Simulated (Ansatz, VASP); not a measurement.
## BiTe: VASP beside Ansatz

Contents of INCAR:

```
PREC     = Accurate       # precision mode
ENCUT    = 520            # plane-wave cutoff, eV
EDIFF    = 1E-6           # SCF threshold, eV
ISMEAR   = 0              # smearing method
SIGMA    = 0.15           # smearing width, eV
LREAL    = False          # projectors in reciprocal space
LASPH    = True           # aspherical terms in the spheres
NELM     = 60             # most SCF steps
ALGO     = Fast           # electronic algorithm
ISIF     = 2              # what is computed and relaxed
LWAVE    = False          # write WAVECAR
LCHARG   = False          # write CHGCAR
GGA      = PS             # functional
NBANDS   = 18             # bands
```

The input KPOINTS:

```
regular mesh
0
Gamma
  16 16 16
```

The input POSCAR:

```
BiTe
1.0
    0.0239786537      3.1971538327      3.1971538327
    3.1971538327      0.0239786537      3.1971538327
    3.2211324864      3.2211324864      0.0000000000
Bi Te
1 1
Direct
    0.0000000000      0.0000000000      0.0000000000
    0.5000000000      0.5000000000      0.5000000000
```

Input for Ansatz:

```yaml
crystal:
  lattice:
    - [0.0239786537, 3.1971538327, 3.1971538327]
    - [3.1971538327, 0.0239786537, 3.1971538327]
    - [3.2211324864, 3.2211324864, 0.0]
  atoms:
    - { symbol: Bi, position: [0.0, 0.0, 0.0] }
    - { symbol: Te, position: [0.5, 0.5, 0.5] }
basis:
  ecutwfc: 420
kpoints:
  mp_grid: { grid: [16, 16, 16] }
hamiltonian:
  xc: pbesol
scf:
  occupations: { method: gaussian, width: 0.15 }
output:
  forces: true
  stress: true
  eigenvalues: true
```

Change from the starting cell: strain +0.0150 x Voigt [0, 0, 0, 0, 0, 1], atoms carried along.

Alike in both runs: task single point; functional PBEsol; k mesh 16 × 16 × 16; occupations gaussian, width 0.15 eV; no spin polarisation.

|  | VASP | Ansatz |
| --- | --- | --- |
| version | VASP 6.6.1 | Ansatz 0.2.0 |
| potentials or method | VASP PAW PBE potentials, release 64 (Bi_d, Te), cutoff 520 eV | scalar-relativistic, plane waves, PAW |
| valence electrons in the cell | 21 | 31 |

|  | VASP | Ansatz | Ansatz less VASP |
| --- | --- | --- | --- |
| gap on the k mesh at the Fermi level (eV) | none | none | - |
| pressure (GPa) | 0.0 | 0.0 | +0.02 |

VASP's potentials were made for PBE, not for PBEsol. A gap of «none» marks a metal or a gap that the smearing closes. VASP's potentials hold 21 valence electrons a cell and Ansatz's 31, so a difference there can come from the potentials and not from the codes.

Spin-orbit coupling is off throughout.
